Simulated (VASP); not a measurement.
# HfS2 (P-3m1) in VASP: notebook

HfS2 is run at these levels: PBE, r2SCAN; tasks: single point.

All numbers are computed with VASP 6.6.1; they aren't measurements. Logs are shortened: lines on timing, memory, paths and dates and some standing lists are left out, and cuts for length are marked.

**1. The cell of the first run**

The structure is trigonal, space group P-3m1 (No. 164). The conventional cell has a = 3.630 Å, b = 3.630 Å, c = 5.879 Å, α = 90.00°, β = 90.00°, γ = 120.00°. Hf (site symmetry -3m) has 6 S at 2.54 Å within 3.4 Å. Within 3.4 Å of S (site symmetry 3m) lie 3 Hf at 2.54 Å.

**2. Single point, PBE**

File INCAR:

```
SYSTEM = HfS2
PREC = Accurate
ENCUT = 500
EDIFF = 1E-6
ISMEAR = 0
SIGMA = 0.01
LREAL = .FALSE.
LASPH = .TRUE.
NELM = 120
ALGO = Normal
ISIF = 2
LWAVE = .FALSE.
LCHARG = .FALSE.
GGA = PE
NBANDS = 18
GGA_COMPAT = .FALSE.
```

File KPOINTS:

```
regular mesh
0
G
  6 6 4
  0 0 0
```

File POSCAR:

```
HfS2
1.0
    3.6302450488      0.0000000000      0.0000000000
   -1.8151225244      3.1438844342      0.0000000000
    0.0000000000      0.0000000000      5.8787062851
Hf S
1 2
Direct
    0.0000000000      0.0000000000      0.0000000000
    0.6666666667      0.3333333333      0.7553800774
    0.3333333333      0.6666666667      0.2446199226
```

Potentials or basis: VASP PAW PBE potentials, release 64 (Hf_pv, S).

Launch:

```bash
cat potpaw_PBE.64/Hf_pv/POTCAR potpaw_PBE.64/S/POTCAR > POTCAR
mpirun -np 1 vasp_std > vasp.out
```

OUTCAR:

```text
SYSTEM = HfS2
   PREC = Accurate
   ENCUT = 500
   EDIFF = 1E-6
   ISMEAR = 0
   LREAL = .FALSE.
   LASPH = .TRUE.
   NELM = 120
   ISIF = 2
   GGA = PE

 ion  position               nearest neighbor table
   1  0.000  0.000  0.000-   2 2.54   3 2.54   3 2.54   2 2.54   2 2.54   3 2.54
   2  0.667  0.333  0.755-   1 2.54   1 2.54   1 2.54
   3  0.333  0.667  0.245-   1 2.54   1 2.54   1 2.54

  LATTYP: Found a hexagonal cell.
 ALAT       =     3.6302450488
 C/A-ratio  =     1.6193689974

  Lattice vectors:

 A1 = (   3.6302450488,   0.0000000000,   0.0000000000)
 A2 = (  -1.8151225244,   3.1438844342,   0.0000000000)
 A3 = (   0.0000000000,   0.0000000000,   5.8787062851)

Analysis of symmetry for initial positions (statically):
=====================================================================
 Subroutine PRICEL returns:
 Original cell was already a primitive cell.

 Routine SETGRP: Setting up the symmetry group for a
 hexagonal supercell.

 Subroutine GETGRP returns: Found 12 space group operations
 (whereof 12 operations were pure point group operations)
 out of a pool of 24 trial point group operations.

The static configuration has the point symmetry D_3d.

Analysis of symmetry for dynamics (positions and initial velocities):
=====================================================================
 Subroutine PRICEL returns:
 Original cell was already a primitive cell.

 Routine SETGRP: Setting up the symmetry group for a
 hexagonal supercell.

 Subroutine GETGRP returns: Found 12 space group operations
 (whereof 12 operations were pure point group operations)
 out of a pool of 24 trial point group operations.

The dynamic configuration has the point symmetry D_3d.

 Subroutine INISYM returns: Found 12 space group operations
 (whereof 12 operations are pure point group operations),
 and found     1 'primitive' translations

----------------------------------------------------------------------------------------

                                     Primitive cell

  volume of cell :      67.0941

  direct lattice vectors                    reciprocal lattice vectors
     3.630245049  0.000000000  0.000000000     0.275463498  0.159038925  0.000000000
    -1.815122524  3.143884434  0.000000000     0.000000000  0.318077850  0.000000000
     0.000000000  0.000000000  5.878706285     0.000000000  0.000000000  0.170105454

  length of vectors
     3.630245049  3.630245049  5.878706285     0.318077850  0.318077850  0.170105454

  position of ions in fractional coordinates (direct lattice)
     0.000000000  0.000000000  0.000000000
     0.666666667  0.333333333  0.755380077
     0.333333333  0.666666667  0.244619923

  ion indices of the primitive-cell ions
   primitive index   ion index
                 1           1
                 2           2
                 3           3

----------------------------------------------------------------------------------------

 KPOINTS: regular mesh

Automatic generation of k-mesh.
 Grid dimensions read from file:
 generate k-points for:    6    6    4

 Generating k-lattice:

  Cartesian coordinates                     Fractional coordinates (reciprocal lattice)
     0.045910583  0.026506487  0.000000000     0.166666667  0.000000000  0.000000000
     0.000000000  0.053012975  0.000000000     0.000000000  0.166666667  0.000000000
     0.000000000  0.000000000  0.042526363     0.000000000  0.000000000  0.250000000

  Length of vectors
     0.053012975  0.053012975  0.042526363

  Shift w.r.t. Gamma in fractional coordinates (k-lattice)
     0.000000000  0.000000000  0.000000000

 Subroutine IBZKPT returns following result:
 ===========================================

 Found     24 irreducible k-points:

 Following reciprocal coordinates:
            Coordinates               Weight
  0.000000  0.000000  0.000000      1.000000
  0.166667 -0.000000  0.000000      6.000000
  0.333333 -0.000000  0.000000      6.000000
  0.500000 -0.000000  0.000000      3.000000
  0.166667  0.166667  0.000000      6.000000
  0.333333  0.166667  0.000000     12.000000
[... 16 lines left out ...]
  0.333333  0.166667  0.500000     12.000000
  0.333333  0.333333  0.500000      2.000000
   k-points           NKPTS =     24   k-points in BZ     NKDIM =     24   number of bands    NBANDS=     18
   number of dos      NEDOS =    301   number of ions     NIONS =      3
   total plane-waves  NPLWV =  37632
   dimension x,y,z NGX =    28 NGY =   28 NGZ =   48
   dimension x,y,z NGXF=    56 NGYF=   56 NGZF=   96
   ions per type =               1   2
   NGX,Y,Z   is equivalent  to a cutoff of  12.82, 12.82, 13.57 a.u.
   NGXF,Y,Z  is equivalent  to a cutoff of  25.65, 25.65, 27.15 a.u.
 SYSTEM =  HfS2
   PREC   = accura    normal or accurate (medium, high low for compatibility)
   ISTART =      0    job   : 0-new  1-cont  2-samecut
   ICHARG =      2    charge: 1-file 2-atom 10-const
   ISPIN  =      1    spin polarized calculation?
   LNONCOLLINEAR =      F non collinear calculations
   LSORBIT =      F    spin-orbit coupling
   LASPH  =      T    aspherical Exc in radial PAW
   ENCUT  =  500.0 eV  36.75 Ry    6.06 a.u.   6.62  6.62 10.72*2*pi/ulx,y,z
   NELM   =    120;   NELMIN=  2; NELMDL= -5     # of ELM steps
   EDIFF  = 0.1E-05   stopping-criterion for ELM
   LREAL  =      F    real-space projection
   EDIFFG = 0.1E-04   stopping-criterion for IOM
   NSW    =      0    number of steps for IOM
   IBRION =     -1    ionic relax: 0-MD 1-quasi-New 2-CG
   NFREE  =      0    steps in history (QN), initial steepest desc. (CG)
   ISIF   =      2    stress and relaxation
   ISYM   =      2    0-nonsym 1-usesym 2-fastsym
   POTIM  = 0.5000    time-step for ionic-motion
   TEBEG  =    0.0;   TEEND  =   0.0 temperature during run
   PSTRESS=    0.0 pullay stress
   NELECT =      22.0000    total number of electrons
   NUPDOWN=      -1.0000    fix difference up-down
   EMIN   =  10.00;   EMAX   =-10.00  energy-range for DOS
   EFERMI =   0.00;   METHOD = LEGACY
   ISMEAR =     0;   SIGMA  =   0.01  broadening in eV -4-tet -1-fermi 0-gaus
   EFERMI_NEDOS =   21; number of points for ismear=-14 and -15
   IALGO  =     38    algorithm
   IMIX   =      4    mixing-type and parameters
     AMIX     =   0.40;   BMIX     =  1.00
     AMIX_MAG =   1.60;   BMIX_MAG =  1.00
  volume/ion in A,a.u.               =      22.36       150.92
  Fermi-wavevector in a.u.,A,eV,Ry     =   1.128897  2.133306 17.339378  1.274408
  Thomas-Fermi vector in A             =   2.265589
   LORBIT       =      0    0 simple, 1 ext, 2 COOP (PROOUT), +10 PAW based schemes
   GGA     = PE    functional components
   LHFCALC =     F    Hartree Fock is set to
   AEXX    =    0.0000 exact exchange contribution
   IVDW    =     0    specifies the selected vdW correction
   LEPSILON=     F    determine dielectric tensor
   LRPA    =     F    only Hartree local field effects (RPA)
 non-spin polarized calculation
 Gauss-broadening in eV      SIGMA  =   0.01
  energy-cutoff  :      500.00
  volume of cell :       67.09
 maximum number of plane-waves:      1738
 NGX is ok and might be reduce to    28
   NGX = 13   NGY = 13   NGZ = 21

 number of electron      22.0000000 magnetization

 Free energy of the ion-electron system (eV)
  ---------------------------------------------------
  ext. energy  EPLUGINS =         0.00000000
  ---------------------------------------------------
  free energy    TOTEN  =       -22.88214395 eV

  energy without entropy =      -22.88214395  energy(sigma->0) =      -22.88214395

 E-fermi :   3.4260     XC(G=0):  -9.6354

 val. band max:        3.2910449543   @ k =   0.0000   0.0000   0.0000
 cond. band min:       4.3501626001   @ k =   0.5000  -0.0000   0.5000
 fundamental gap:      1.0591176459
 Fermi energy:         3.4259714887

 k-point     1 :       0.0000    0.0000    0.0000
  band No.  band energies     occupation
      1     -27.4875      2.00000
      2     -27.3699      2.00000
      3     -27.3699      2.00000
      4      -9.8317      2.00000
      5      -8.1028      2.00000
      6      -1.4847      2.00000
[... 10 lines left out ...]
     17       8.8288      0.00000
     18       9.0423      0.00000

 k-point     2 :       0.1667   -0.0000    0.0000
  band No.  band energies     occupation
      1     -27.4782      2.00000
      2     -27.4188      2.00000
      3     -27.3809      2.00000
      4      -9.5203      2.00000
      5      -8.1545      2.00000
      6      -1.1003      2.00000
[... 10 lines left out ...]
     17      10.0347      0.00000
     18      10.7454      0.00000

 k-point     3 :       0.3333   -0.0000    0.0000
  band No.  band energies     occupation
      1     -27.5154      2.00000
      2     -27.4588      2.00000
      3     -27.4028      2.00000
      4      -8.8330      2.00000
      5      -8.2321      2.00000
      6      -0.8236      2.00000
[... 10 lines left out ...]
     17      10.6377      0.00000
     18      11.1807      0.00000

 k-point     4 :       0.5000   -0.0000    0.0000
  band No.  band energies     occupation
      1     -27.5625      2.00000
      2     -27.4493      2.00000
      3     -27.4138      2.00000
      4      -8.5409      2.00000
      5      -8.1460      2.00000
      6      -1.5865      2.00000
[... 375 lines left out ...]
      4      -8.8029      2.00000
      5      -8.4647      2.00000
      6      -0.5599      2.00000
[... 10 lines left out ...]
     17      11.2155      0.00000
     18      11.9080      0.00000

 k-point    23 :       0.3333    0.1667    0.5000
  band No.  band energies     occupation
      1     -27.5375      2.00000
      2     -27.4501      2.00000
      3     -27.4388      2.00000
      4      -8.4942      2.00000
      5      -8.1905      2.00000
      6      -1.2041      2.00000
[... 10 lines left out ...]
     17      10.6295      0.00000
     18      10.7520      0.00000

 k-point    24 :       0.3333    0.3333    0.5000
  band No.  band energies     occupation
      1     -27.5031      2.00000
      2     -27.5031      2.00000
      3     -27.4451      2.00000
      4      -8.2473      2.00000
      5      -8.2473      2.00000
      6      -0.4563      2.00000
[... 10 lines left out ...]
     17      11.6043      0.00000
     18      12.0007      0.00000

------------------------ aborting loop because EDIFF is reached ----------------------------------------

  FORCE on cell =-STRESS in cart. coord.  units (eV):
  Direction    XX          YY          ZZ          XY          YZ          ZX
  --------------------------------------------------------------------------------------
  -------------------------------------------------------------------------------------
  Total        0.5634712      0.5634712      0.8957407     -0.0000000      0.0000000      0.0000000
  in kB       13.4554439     13.4554439     21.3898933     -0.0000000      0.0000000      0.0000000
  external PRESSURE =      16.1002604 kB  Pullay stress =       0.0000000 kB

 VOLUME and BASIS-vectors are now :
 -----------------------------------------------------------------------------
  energy-cutoff  :      500.00
  volume of cell :       67.09
      direct lattice vectors                 reciprocal lattice vectors
     3.630245049  0.000000000  0.000000000     0.275463498  0.159038925  0.000000000
    -1.815122524  3.143884434  0.000000000     0.000000000  0.318077850  0.000000000
     0.000000000  0.000000000  5.878706285     0.000000000  0.000000000  0.170105454

 POSITION                                       TOTAL-FORCE (eV/Angst)
 -----------------------------------------------------------------------------------
      0.00000      0.00000      0.00000         0.000000      0.000000      0.000000
      1.81512      1.04796      4.44066        -0.000000      0.000000     -0.047396
     -0.00000      2.09592      1.43805         0.000000     -0.000000      0.047396
 -----------------------------------------------------------------------------------
    total drift:                                0.000000     -0.000000     -0.000000

  FREE ENERGIE OF THE ION-ELECTRON SYSTEM (eV)
  ---------------------------------------------------
  free  energy   TOTEN  =       -22.8821439542 eV

  energy  without entropy=      -22.8821439542  energy(sigma->0) =      -22.88214395
```

It took 12 s on 1 thread of Intel Xeon 6975P-C (Granite Rapids), shared host; peak memory 0.18 GiB.

Results:

- Free energy: -22.8821 eV
- Pressure: 1.6 GPa
- Largest force: 0.047 eV/Å
- Band gap on the k mesh: 1.06 eV, indirect (least direct gap 1.91 eV)

Forces in eV/Å, atoms in the order of the input:
```
Hf   0.000  0.000  0.000
S    0.000  0.000 -0.047
S    0.000  0.000  0.047
```

Stress tensor (GPa, compression positive):
```
1.35 0.00 0.00
0.00 1.35 0.00
0.00 0.00 2.14
```

Caveat: spin-orbit coupling is left out, which moves the levels of the heavy elements; this functional lacks dispersion, which binds the layers, so the pressure and a relaxed spacing across them are unreliable.

**3. Single point, r2SCAN**

POSCAR is that of step 2.

File INCAR.step1:

```
ALGO = Normal ; EDIFF = 1E-5
ENCUT = 550 ; GGA = PE
GGA_COMPAT = False ; ISMEAR = 0
LASPH = True ; LCHARG = False
LREAL = False ; LWAVE = True
NBANDS = 18 ; NELM = 120
PREC = Accurate ; SIGMA = 0.01
```

File INCAR.step2:

```
ALGO = Normal ; EDIFF = 1E-6
ENCUT = 550 ; GGA_COMPAT = False
ISIF = 2 ; ISMEAR = 0
ISTART = 1 ; LASPH = True
LCHARG = False ; LMIXTAU = True
LREAL = False ; LWAVE = False
METAGGA = R2SCAN ; NBANDS = 18
NELM = 120 ; PREC = Accurate
SIGMA = 0.01
```

File KPOINTS:

```
k-points
0
Gamma
  6 6 4
```

Potentials or basis: VASP PAW PBE potentials, release 64 (Hf_pv, S).

Launch:

```bash
cat potpaw_PBE.64/Hf_pv/POTCAR potpaw_PBE.64/S/POTCAR > POTCAR
cp INCAR.step1 INCAR
mpirun -np 1 vasp_std > vasp.out
cp INCAR.step2 INCAR
mpirun -np 1 vasp_std > vasp.out
```

Wall time 64 s (1 thread of Intel Xeon 6975P-C (Granite Rapids), shared host); peak memory 0.2 GiB.

Results (log left out):

```
Free energy            : -66.6209 eV
Pressure               : 0.3 GPa
Largest force          : 0.131 eV/Å
Band gap on the k mesh : 1.38 eV, indirect (least direct gap 2.26 eV)
```

Forces on the atoms (eV/Å):
```
Hf   0.000  0.000  0.000
S    0.000  0.000  0.131
S    0.000  0.000 -0.131
```

Levels at points of the mesh, in eV from the valence-band top:
```csv
k point,band 8,band 9,band 10,band 11,band 12,band 13,band 14,band 15
"(0.00, 0.00, 0.00)",-2.94,-0.13,-0.13,0.00,2.28,2.28,2.98,5.74
"(0.50, 0.00, 0.00)",-2.60,-2.56,-2.05,-1.44,1.52,4.39,4.46,6.71
"(0.00, 0.00, 0.50)",-2.89,-1.88,-0.27,-0.27,2.23,2.23,3.28,6.18
"(0.50, 0.00, 0.50)",-2.77,-2.43,-1.18,-0.95,1.38,4.37,4.50,6.20
```

Caveat: the PAW data sets were made with another functional, which shifts forces and pressure a little; spin-orbit coupling is left out, which moves the levels of the heavy elements. A k mesh can miss the band edges.

**4. Single point, PBE**

File INCAR:

```
SYSTEM = HfS2
PREC     = Accurate       ! precision mode
ENCUT    = 500            ! plane-wave cutoff, eV
EDIFF    = 1E-6           ! SCF threshold, eV
ISMEAR   = 0              ! smearing method
SIGMA    = 0.01           ! smearing width, eV
LREAL    = .False.        ! projectors in reciprocal space
LASPH    = .True.         ! aspherical terms in the spheres
NELM     = 120            ! most SCF steps
ALGO     = Normal         ! electronic algorithm
ISIF     = 2              ! what is computed and relaxed
LWAVE    = .False.        ! write WAVECAR
LCHARG   = .False.        ! write CHGCAR
GGA      = PE             ! functional
NBANDS   = 18             ! bands
GGA_COMPAT= .False.
```

File KPOINTS:

```
Automatic mesh
0
Gamma
  12 12 4
  0 0 0
```

POSCAR is that of step 3.

Launch:

```bash
cat potpaw_PBE.64/Hf_pv/POTCAR potpaw_PBE.64/S/POTCAR > POTCAR
mpirun -np 1 vasp_std > vasp.out
```

Wall time 32 s (1 thread of Intel Xeon 6975P-C (Granite Rapids), shared host); peak memory 0.23 GiB.

The run converged. Its results:

```
Free energy            : -22.8927 eV
Pressure               : 1.5 GPa
Largest force          : 0.056 eV/Å
Band gap on the k mesh : 1.05 eV, indirect (least direct gap 1.91 eV)
```

Forces in eV/Å, atoms in the order of the input:
```
Hf   0.000  0.000  0.000
S    0.000  0.000 -0.056
S    0.000  0.000  0.056
```

Stress tensor (GPa, compression positive):
```
1.20 0.00 0.00
0.00 1.20 0.00
0.00 0.00 2.21
```

Levels at points of the mesh, in eV from the valence-band top:
| k point | band 8 | band 9 | band 10 | band 11 | band 12 | band 13 | band 14 | band 15 |
| --- | --- | --- | --- | --- | --- | --- | --- | --- |
| (0.00, 0.00, 0.00) | -2.83 | -0.12 | -0.12 | -0.02 | 1.94 | 1.94 | 2.58 | 5.39 |
| (0.50, 0.00, 0.00) | -2.54 | -2.51 | -1.99 | -1.37 | 1.19 | 4.00 | 4.03 | 6.26 |
| (0.00, 0.00, 0.50) | -2.79 | -1.85 | -0.26 | -0.26 | 1.90 | 1.90 | 2.84 | 5.83 |
| (0.50, 0.00, 0.50) | -2.67 | -2.38 | -1.12 | -0.92 | 1.05 | 3.99 | 4.07 | 5.71 |

Caveat: spin-orbit coupling is left out, which moves the levels of the heavy elements; this functional lacks dispersion, which binds the layers, so the pressure and a relaxed spacing across them are unreliable. A k mesh can miss the band edges.

**5. Summary**

| level | k mesh | cutoff (eV) | gap on the mesh (eV) | pressure (GPa) | largest force (eV/Å) |
| --- | --- | --- | --- | --- | --- |
| PBE | 6 × 6 × 4 | 500 | 1.06 | 1.6 | 0.05 |
| r2SCAN | 6 × 6 × 4 | 550 | 1.38 | 0.3 | 0.13 |
| PBE | 12 × 12 × 4 | 500 | 1.05 | 1.5 | 0.06 |

Alike in all rows: task single point; potentials or basis VASP PAW PBE potentials, release 64 (Hf_pv, S); no spin polarisation; cell as given; smearing gaussian 0.01 eV.

On the cell as given the gap runs from 1.05 eV (PBE) to 1.38 eV (r2SCAN); the meshes differ, which moves gaps too. The pressure there spans 0.3 GPa (r2SCAN) to 1.6 GPa (PBE); a positive pressure means that this level wants a larger cell, a negative one a smaller.

Caveats: spin-orbit coupling is left out, which moves the levels of the heavy elements; this functional lacks dispersion, which binds the layers, so the pressure and a relaxed spacing across them are unreliable (some runs); the PAW data sets were made with another functional, which shifts forces and pressure a little (some runs).

Total energies depend on the potentials used, so only differences within one code and one set of settings carry meaning.
